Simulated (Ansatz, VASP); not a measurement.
One calculation of YPtC2N2, two programs

```
Y Pt C N
1.0
     5.66411   -0.65863   -0.71305
     1.50627    3.29371    0.08232
    -0.90623    2.24122    5.31592
Y Pt C N
1 1 2 2
Cartesian
  3.1321 2.4382 2.3426
  0.0000 0.0000 0.0000
  1.9289 4.9435 4.1520
  4.3352 -0.0672 0.5331
  2.7619 4.5715 3.3688
  3.5023 0.3049 1.3164
```

Alike in both runs: functional PBE; k mesh 4 × 4 × 2; occupations gaussian, width 0.1 eV; no spin polarisation.

Ansatz relaxed the structure, and its values are those at the end. VASP's run is a single point on that final structure, the one shown.

```csv
,VASP,Ansatz
version,VASP 6.6.1,Ansatz 0.2.0
potentials or method,"VASP PAW PBE potentials, release 64 (Y_sv, Pt_sv_GW, C, N), cutoff 700 eV","scalar-relativistic, plane waves, PAW"
valence electrons in the cell,47,47
```

Ansatz gave:

```
gap on the k mesh at the Fermi level (eV) : none
pressure (GPa)                            : 0.0
rms of the force components (eV/Å)        : 0.009
```

**Question.** Which values does VASP return?

**Answer.** gap on the k mesh at the Fermi level (eV): none; pressure (GPa): 0.1; rms of the force components (eV/Å): 0.114.

A gap of «none» marks a metal or a gap that the smearing closes.

The k mesh is coarse, so the values compare programs but aren't converged. Spin-orbit coupling is off throughout. Noted on VASP's run: the standard files for N, O and F lose accuracy on very short bonds.
